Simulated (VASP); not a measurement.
# CdS (Pmmn) in VASP: further runs

The runs below take CdS through single point, with LDA.

All numbers are computed with VASP 6.6.1; they aren't measurements. Logs are shortened: lines on timing, memory, paths and dates and some standing lists are left out, and cuts for length are marked.

### 1 The cell of the first run

Symmetry: Pmmn, No. 59, orthorhombic system. The conventional cell has a = 3.764 Å, b = 5.321 Å, c = 3.764 Å, α = 90.00°, β = 90.00°, γ = 90.00°. Within 3.5 Å of Cd (site symmetry mm2) lie 6 S at 2.66 to 2.67 Å. S (site symmetry mm2) has 6 Cd at 2.66 to 2.67 Å within 3.5 Å.

### 2 Single point, LDA

INCAR

```
SYSTEM = CdS
ALGO = Normal ; EDIFF = 1E-6
ENCUT = 500 ; GGA = CA
GGA_COMPAT = .False. ; ISIF = 2
ISMEAR = -1 ; LASPH = .True.
LCHARG = .True. ; LELF = .True.
LREAL = .False. ; LVHAR = .True.
LWAVE = .False. ; NBANDS = 26
NELM = 120 ; PREC = Accurate
SIGMA = 0.1
```

KPOINTS

```
k-points
0
Gamma
  6 4 6
  0 0 0
```

POSCAR

```
CdS
1.0
    3.7638985746      0.0000000000      0.0000000000
    0.0000000000      5.3212870193      0.0000000000
    0.0000000000      0.0000000000      3.7635780321
Cd S
2 2
Direct
    0.5000000000      0.5000000000      0.2430260000
    0.0000000000      0.0000000000      0.7569740000
    0.5000000000      0.0000000000      0.2551630000
    0.0000000000      0.5000000000      0.7448370000
```

Potentials or basis: VASP PAW LDA potentials, release 64 (Cd, S).

On the command line:

```sh
> cat potpaw_LDA.64/Cd/POTCAR potpaw_LDA.64/S/POTCAR > POTCAR
> mpirun -np 1 vasp_std > vasp.out
```

OUTCAR:

```text
SYSTEM = CdS
   EDIFF = 1E-6
   ENCUT = 500
   GGA = CA
   ISIF = 2
   ISMEAR = -1
   LASPH = .True.
   LREAL = .False.
   NELM = 120
   PREC = Accurate

 ion  position               nearest neighbor table
   1  0.500  0.500  0.243-   4 2.66   4 2.66   3 2.66   3 2.66   4 2.67   4 2.67   2 3.74   2 3.74
                             2 3.74   2 3.74
   2  0.000  0.000  0.757-   3 2.66   3 2.66   4 2.66   4 2.66   3 2.67   3 2.67   1 3.74   1 3.74
                             1 3.74   1 3.74
   3  0.500  0.000  0.255-   2 2.66   2 2.66   1 2.66   1 2.66   2 2.67   2 2.67
   4  0.000  0.500  0.745-   1 2.66   1 2.66   2 2.66   2 2.66   1 2.67   1 2.67

  LATTYP: Found a simple orthorhombic cell.
 ALAT       =     3.7635780321
 B/A-ratio  =     1.0000851696
 C/A-ratio  =     1.4138904452

  Lattice vectors:

 A1 = (   0.0000000000,   0.0000000000,   3.7635780321)
 A2 = (   3.7638985746,   0.0000000000,   0.0000000000)
 A3 = (   0.0000000000,   5.3212870193,   0.0000000000)

Analysis of symmetry for initial positions (statically):
=====================================================================
 Subroutine PRICEL returns:
 Original cell was already a primitive cell.

 Routine SETGRP: Setting up the symmetry group for a
 simple orthorhombic supercell.

 Subroutine GETGRP returns: Found  8 space group operations
 (whereof  4 operations were pure point group operations)
 out of a pool of  8 trial point group operations.

The static configuration has the point symmetry C_2v.
 The point group associated with its full space group is D_2h.

Analysis of symmetry for dynamics (positions and initial velocities):
=====================================================================
 Subroutine PRICEL returns:
 Original cell was already a primitive cell.

 Routine SETGRP: Setting up the symmetry group for a
 simple orthorhombic supercell.

 Subroutine GETGRP returns: Found  8 space group operations
 (whereof  4 operations were pure point group operations)
 out of a pool of  8 trial point group operations.

The dynamic configuration has the point symmetry C_2v.
 The point group associated with its full space group is D_2h.

 Subroutine INISYM returns: Found  8 space group operations
 (whereof  4 operations are pure point group operations),
 and found     1 'primitive' translations

----------------------------------------------------------------------------------------

                                     Primitive cell

  volume of cell :      75.3799

  direct lattice vectors                    reciprocal lattice vectors
     3.763898575  0.000000000  0.000000000     0.265681973  0.000000000  0.000000000
     0.000000000  5.321287019  0.000000000     0.000000000  0.187924462  0.000000000
     0.000000000  0.000000000  3.763578032     0.000000000  0.000000000  0.265704601

  length of vectors
     3.763898575  5.321287019  3.763578032     0.265681973  0.187924462  0.265704601

  position of ions in fractional coordinates (direct lattice)
     0.500000000  0.500000000  0.243026000
     0.000000000  0.000000000  0.756974000
     0.500000000  0.000000000  0.255163000
     0.000000000  0.500000000  0.744837000

  ion indices of the primitive-cell ions
   primitive index   ion index
                 1           1
                 2           2
                 3           3
                 4           4

----------------------------------------------------------------------------------------

 KPOINTS: k-points

Automatic generation of k-mesh.
 Grid dimensions read from file:
 generate k-points for:    6    4    6

 Generating k-lattice:

  Cartesian coordinates                     Fractional coordinates (reciprocal lattice)
     0.044280329  0.000000000  0.000000000     0.166666667  0.000000000  0.000000000
     0.000000000  0.046981115  0.000000000     0.000000000  0.250000000  0.000000000
     0.000000000  0.000000000  0.044284100     0.000000000  0.000000000  0.166666667

  Length of vectors
     0.044280329  0.046981115  0.044284100

  Shift w.r.t. Gamma in fractional coordinates (k-lattice)
     0.000000000  0.000000000  0.000000000

 Subroutine IBZKPT returns following result:
 ===========================================

 Found     48 irreducible k-points:

 Following reciprocal coordinates:
            Coordinates               Weight
  0.000000  0.000000  0.000000      1.000000
  0.166667  0.000000  0.000000      2.000000
  0.333333  0.000000  0.000000      2.000000
  0.500000  0.000000  0.000000      1.000000
  0.000000  0.250000  0.000000      2.000000
  0.166667  0.250000  0.000000      4.000000
[... 16 lines left out ...]
  0.333333  0.500000  0.166667      4.000000
  0.500000  0.500000  0.166667      2.000000
 [... further k-points ...]
   k-points           NKPTS =     48   k-points in BZ     NKDIM =     48   number of bands    NBANDS=     26
   number of dos      NEDOS =    301   number of ions     NIONS =      4
   total plane-waves  NPLWV =  31360
[... 40 lines left out ...]
   GGA     = CA    functional components
   LHFCALC =     F    Hartree Fock is set to
   AEXX    =    0.0000 exact exchange contribution
   IVDW    =     0    specifies the selected vdW correction
   LEPSILON=     F    determine dielectric tensor
   LRPA    =     F    only Hartree local field effects (RPA)
 non-spin polarized calculation
  energy-cutoff  :      500.00
  volume of cell :       75.38
 maximum number of plane-waves:      1964
 NGX is ok and might be reduce to    28
   NGX = 13   NGY = 19   NGZ = 13

 number of electron      36.0000005 magnetization

 Free energy of the ion-electron system (eV)
  ---------------------------------------------------
  ext. energy  EPLUGINS =         0.00000000
  ---------------------------------------------------
  free energy    TOTEN  =       -14.53004603 eV

  energy without entropy =      -14.51419758  energy(sigma->0) =      -14.52212181

 E-fermi :   3.8219     XC(G=0): -11.1589

 val. band max:        3.6322215915   @ k =   0.5000   0.5000   0.0000
 cond. band min:       4.4540936262   @ k =   0.0000   0.2500   0.0000
 fundamental gap:      0.8218720346
 Fermi energy:         3.8219144931

 k-point     1 :       0.0000    0.0000    0.0000
  band No.  band energies     occupation
      1      -9.7965      2.00000
      2      -8.7152      2.00000
      3      -4.4525      2.00000
      4      -4.2444      2.00000
      5      -4.2442      2.00000
      6      -4.2391      2.00000
[... 18 lines left out ...]
     25      13.8436      0.00000
     26      14.6772      0.00000

 k-point     2 :       0.1667    0.0000    0.0000
  band No.  band energies     occupation
      1      -9.6108      2.00000
      2      -8.6276      2.00000
      3      -4.4219      2.00000
      4      -4.3335      2.00000
      5      -4.3005      2.00000
      6      -4.2625      2.00000
[... 18 lines left out ...]
     25      12.9248      0.00000
     26      13.1240      0.00000

 k-point     3 :       0.3333    0.0000    0.0000
  band No.  band energies     occupation
      1      -9.1321      2.00000
      2      -8.4925      2.00000
      3      -4.4973      2.00000
      4      -4.4687      2.00000
      5      -4.4329      2.00000
      6      -4.4323      2.00000
[... 18 lines left out ...]
     25      11.5797      0.00000
     26      11.7691      0.00000

 k-point     4 :       0.5000    0.0000    0.0000
  band No.  band energies     occupation
      1      -8.6375      2.00000
      2      -8.6375      2.00000
      3      -4.5701      2.00000
      4      -4.5701      2.00000
      5      -4.5373      2.00000
      6      -4.5373      2.00000
[... 18 lines left out ...]
     25      10.8183      0.00000
     26      10.8183      0.00000
[... 496 lines left out ...]
      1      -8.8538      2.00000
      2      -8.8538      2.00000
      3      -4.5401      2.00000
      4      -4.5401      2.00000
      5      -4.4637      2.00000
      6      -4.4637      2.00000
[... 18 lines left out ...]
     25      11.1471      0.00000
     26      11.1471      0.00000

 k-point    23 :       0.3333    0.5000    0.1667
  band No.  band energies     occupation
      1      -8.5819      2.00000
      2      -8.5819      2.00000
      3      -4.5835      2.00000
      4      -4.5835      2.00000
      5      -4.5765      2.00000
      6      -4.5765      2.00000
[... 18 lines left out ...]
     25      11.3427      0.00000
     26      11.3427      0.00000

 k-point    24 :       0.5000    0.5000    0.1667
  band No.  band energies     occupation
      1      -8.4300      2.00000
      2      -8.4300      2.00000
      3      -4.6025      2.00000
      4      -4.6025      2.00000
      5      -4.5289      2.00000
      6      -4.5289      2.00000
[... 18 lines left out ...]
     25      11.8872      0.00000
     26      11.8872      0.00000

 [... further k-points ...]

------------------------ aborting loop because EDIFF is reached ----------------------------------------

  FORCE on cell =-STRESS in cart. coord.  units (eV):
  Direction    XX          YY          ZZ          XY          YZ          ZX
  --------------------------------------------------------------------------------------
  -------------------------------------------------------------------------------------
  Total        0.8506162      0.8205119      0.8497652      0.0000000      0.0000000      0.0000000
  in kB       18.0795960     17.4397378     18.0615071      0.0000000      0.0000000      0.0000000
  external PRESSURE =      17.8602803 kB  Pullay stress =       0.0000000 kB

 VOLUME and BASIS-vectors are now :
 -----------------------------------------------------------------------------
  energy-cutoff  :      500.00
  volume of cell :       75.38
      direct lattice vectors                 reciprocal lattice vectors
     3.763898575  0.000000000  0.000000000     0.265681973  0.000000000  0.000000000
     0.000000000  5.321287019  0.000000000     0.000000000  0.187924462  0.000000000
     0.000000000  0.000000000  3.763578032     0.000000000  0.000000000  0.265704601

 POSITION                                       TOTAL-FORCE (eV/Angst)
 -----------------------------------------------------------------------------------
      1.88195      2.66064      0.91465         0.000000      0.000000      0.028118
      0.00000      0.00000      2.84893         0.000000      0.000000     -0.028118
      1.88195      0.00000      0.96033         0.000000      0.000000     -0.015926
      0.00000      2.66064      2.80325         0.000000      0.000000      0.015926
 -----------------------------------------------------------------------------------
    total drift:                                0.000000      0.000000      0.000000

  FREE ENERGIE OF THE ION-ELECTRON SYSTEM (eV)
  ---------------------------------------------------
  free  energy   TOTEN  =       -14.5300460307 eV

  energy  without entropy=      -14.5141975818  energy(sigma->0) =      -14.52212181
```

Run time: 36 s. Hardware: 1 thread of AMD EPYC 9R45 (Zen 5), shared host; peak memory 0.17 GiB.

What came out:

* Free energy: -14.5300 eV
* Pressure: 1.8 GPa
* Largest force: 0.028 eV/Å
* Band gap on the k mesh: zero (bands 18 and 19 overlap by 0.01 eV)

Forces on the atoms (eV/Å):
```
Cd   0.000  0.000  0.028
Cd   0.000  0.000 -0.028
S    0.000  0.000 -0.016
S    0.000  0.000  0.016
```

Caveat: semilocal functionals underestimate gaps, and a narrow one can read as zero.

### 3 Single point, LDA

This run uses another cell than the first one, of 19.37 Å³/atom.

INCAR

```
SYSTEM = CdS
  PREC = Accurate
  ENCUT = 500
  EDIFF = 1E-6
  ISMEAR = -1
  SIGMA = 0.1
  LREAL = .False.
  LASPH = .True.
  NELM = 120
  ALGO = Normal
  ISIF = 2
  LWAVE = .False.
  LCHARG = .False.
  GGA = CA
  NBANDS = 26
  GGA_COMPAT = .False.
```

KPOINTS

```
Automatic mesh
0
Gamma
  6 4 6
  0 0 0
```

POSCAR

```
CdS
1.0
    3.7984316831      0.0000000000      0.0000000000
    0.0000000000      5.3701088934      0.0000000000
    0.0000000000      0.0000000000      3.7981081997
Cd S
2 2
Direct
    0.5000000000      0.5000000000      0.2430260000
    0.0000000000      0.0000000000      0.7569740000
    0.5000000000      0.0000000000      0.2551630000
    0.0000000000      0.5000000000      0.7448370000
```

Potentials or basis: VASP PAW LDA potentials, release 64 (Cd, S).

On the command line:

```sh
> cat potpaw_LDA.64/Cd/POTCAR potpaw_LDA.64/S/POTCAR > POTCAR
> mpirun -np 1 vasp_std > vasp.out
```

Wall time 33 s (1 thread of AMD EPYC 9R45 (Zen 5), shared host); peak memory 0.17 GiB.

The run converged. Its results:

| Quantity | Value |
| --- | --- |
| Free energy | -14.5355 eV |
| Pressure | -0.8 GPa |
| Largest force | 0.026 eV/Å |
| Band gap on the k mesh | zero (filled and empty bands touch) |

Forces in eV/Å, atoms in the order of the input:
```
Cd   0.000  0.000  0.026
Cd   0.000  0.000 -0.026
S    0.000  0.000 -0.021
S    0.000  0.000  0.021
```

Levels at points of the mesh, in eV from the Fermi level:
```csv
k point,band 15,band 16,band 17,band 18,band 19,band 20,band 21,band 22
"(0.00, 0.00, 0.00)",-2.62,-1.09,-1.09,-1.08,-0.19,0.75,5.65,8.96
"(0.50, 0.00, 0.00)",-2.78,-2.78,-0.37,-0.37,4.07,4.07,5.39,5.39
"(0.00, 0.50, 0.00)",-1.80,-1.80,-1.80,-1.80,2.83,2.83,6.39,6.39
"(0.50, 0.50, 0.00)",-0.20,-0.20,-0.20,-0.20,3.07,3.07,5.48,5.48
"(0.00, 0.00, 0.50)",-2.78,-2.78,-0.38,-0.36,4.04,4.09,5.38,5.39
"(0.50, 0.00, 0.50)",-2.62,-2.62,-2.62,-2.62,-0.20,-0.20,5.65,5.65
"(0.00, 0.50, 0.50)",-0.20,-0.20,-0.20,-0.20,3.07,3.07,5.48,5.48
"(0.50, 0.50, 0.50)",-3.76,-3.76,-3.38,-3.38,3.25,3.25,6.43,6.43
```

Caveat: semilocal functionals underestimate gaps, and a narrow one can read as zero.

### 4 Single point, LDA

This run uses another cell than the first one, of 19.89 Å³/atom.

INCAR

```
SYSTEM = CdS
ALGO = Normal ; EDIFF = 1E-6
ENCUT = 500 ; GGA_COMPAT = .False.
ISIF = 2 ; ISMEAR = -1
LASPH = .True. ; LCHARG = .False.
LREAL = .False. ; LWAVE = .False.
NBANDS = 26 ; NELM = 120
PREC = Accurate ; SIGMA = 0.1
```

KPOINTS

```
k-points
0
Gamma
  6 4 6
  0 0 0
```

POSCAR

```
CdS
1.0
    3.8323480463      0.0000000000      0.0000000000
    0.0000000000      5.4180588314      0.0000000000
    0.0000000000      0.0000000000      3.8320216745
Cd S
2 2
Direct
    0.5000000000      0.5000000000      0.2430260000
    0.0000000000      0.0000000000      0.7569740000
    0.5000000000      0.0000000000      0.2551630000
    0.0000000000      0.5000000000      0.7448370000
```

On the command line:

```sh
> cat potpaw_LDA.64/Cd/POTCAR potpaw_LDA.64/S/POTCAR > POTCAR
> mpirun -np 1 vasp_std > vasp.out
```

Run time: 34 s. Hardware: 1 thread of AMD EPYC 9R45 (Zen 5), shared host; peak memory 0.18 GiB.

It converged, with:

```yaml
Free_energy: -14.5098 eV
Pressure: -3.1 GPa
Largest_force: 0.026 eV/Å
Band_gap_on_the_k_mesh: 0.01 eV
```

Forces on the atoms (eV/Å):
```
Cd   0.000  0.000  0.024
Cd   0.000  0.000 -0.024
S    0.000  0.000 -0.026
S    0.000  0.000  0.026
```

Levels at points of the mesh, in eV from the valence-band top:
```
           k point  band 15  band 16  band 17  band 18  band 19  band 20  band 21  band 22
(0.00, 0.00, 0.00)    -2.30    -0.83    -0.82    -0.82     0.01     0.82     5.89     9.15
(0.50, 0.00, 0.00)    -2.47    -2.47    -0.16    -0.16     4.26     4.26     5.44     5.44
(0.00, 0.50, 0.00)    -1.52    -1.52    -1.52    -1.52     2.96     2.96     6.49     6.49
(0.50, 0.50, 0.00)     0.00     0.00     0.00     0.00     3.29     3.29     5.71     5.71
(0.00, 0.00, 0.50)    -2.47    -2.47    -0.17    -0.15     4.24     4.28     5.44     5.45
(0.50, 0.00, 0.50)    -2.30    -2.30    -2.30    -2.30     0.01     0.01     5.89     5.89
(0.00, 0.50, 0.50)     0.00     0.00     0.00     0.00     3.29     3.29     5.71     5.71
(0.50, 0.50, 0.50)    -3.42    -3.42    -3.07    -3.07     3.37     3.37     6.58     6.58
```

Caveat: the cell stands under tension; the smearing spreads over this small gap; semilocal functionals underestimate gaps, and a narrow one can read as zero.

### 5 Single point, LDA

This run uses another cell than the first one, of 20.42 Å³/atom.

INCAR

```
PREC = Accurate
ENCUT = 500
EDIFF = 1E-6
ISMEAR = -1
SIGMA = 0.1
LREAL = F
LASPH = T
NELM = 120
ALGO = Normal
ISIF = 2
LWAVE = F
LCHARG = F
NBANDS = 26
GGA_COMPAT = F
```

KPOINTS

```
Automatic mesh
0
Gamma
  6 4 6
```

POSCAR

```
CdS
1.0
    3.8656744847      0.0000000000      0.0000000000
    0.0000000000      5.4651747514      0.0000000000
    0.0000000000      0.0000000000      3.8653452748
Cd S
2 2
Direct
    0.5000000000      0.5000000000      0.2430260000
    0.0000000000      0.0000000000      0.7569740000
    0.5000000000      0.0000000000      0.2551630000
    0.0000000000      0.5000000000      0.7448370000
```

On the command line:

```sh
> cat potpaw_LDA.64/Cd/POTCAR potpaw_LDA.64/S/POTCAR > POTCAR
> mpirun -np 1 vasp_std > vasp.out
```

Wall time 40 s (1 thread of AMD EPYC 9R45 (Zen 5), shared host); peak memory 0.18 GiB.

It converged, with:

| Property | Result |
| --- | --- |
| Free energy | -14.4574 eV |
| Pressure | -5.0 GPa |
| Largest force | 0.030 eV/Å |
| Band gap on the k mesh | 0.01 eV |

Forces in eV/Å, atoms in the order of the input:
```
Cd   0.000  0.000  0.022
Cd   0.000  0.000 -0.022
S    0.000  0.000 -0.030
S    0.000  0.000  0.030
```

Levels at points of the mesh, in eV from the valence-band top:
```tsv
k point	band 14	band 15	band 16	band 17	band 18	band 19	band 20	band 21	band 22	band 23
(0.00, 0.00, 0.00)	-2.19	-2.19	-0.77	-0.76	-0.76	0.02	0.70	5.93	9.14	9.17
(0.50, 0.00, 0.00)	-4.00	-2.37	-2.37	-0.15	-0.15	4.24	4.24	5.30	5.30	6.60
(0.00, 0.50, 0.00)	-2.78	-1.44	-1.44	-1.44	-1.44	2.89	2.89	6.41	6.41	6.87
(0.50, 0.50, 0.00)	-4.96	0.00	0.00	0.00	0.00	3.32	3.32	5.72	5.72	5.73
(0.00, 0.00, 0.50)	-3.94	-2.37	-2.37	-0.16	-0.14	4.22	4.26	5.30	5.31	6.54
(0.50, 0.00, 0.50)	-4.34	-2.19	-2.19	-2.19	-2.19	0.01	0.01	5.93	5.93	9.66
(0.00, 0.50, 0.50)	-4.96	0.00	0.00	0.00	0.00	3.32	3.32	5.72	5.72	5.73
(0.50, 0.50, 0.50)	-3.28	-3.28	-3.28	-2.98	-2.98	3.28	3.28	6.52	6.52	7.55
```

Caveat: the cell stands under tension; the smearing spreads over this small gap; semilocal functionals underestimate gaps, and a narrow one can read as zero. A k mesh can miss the band edges.

### 6 The runs side by side

```tsv
cell	gap on the mesh (eV)	pressure (GPa)	largest force (eV/Å)
a = 3.764, b = 5.321 Å, 4 atoms	none	1.8	0.03
a = 3.798, b = 5.370 Å, 4 atoms	none	-0.8	0.03
a = 3.832, b = 5.418 Å, 4 atoms	0.01	-3.1	0.03
a = 3.866, b = 5.465 Å, 4 atoms	0.01	-5.0	0.03
```

Alike in all rows: task single point; level LDA; potentials or basis VASP PAW LDA potentials, release 64 (Cd, S); no spin polarisation; k mesh 6 × 4 × 6; cutoff (eV) 500; smearing fermi-dirac 0.1 eV.

Caveats: semilocal functionals underestimate gaps, and a narrow one can read as zero; the cell stands under tension (at least some runs); the smearing spreads over this small gap (at least some runs).

Absolute energies hang on the potentials; compare differences alone.

The gap in the log of VASP goes by the Fermi energy; the results here count the filled bands.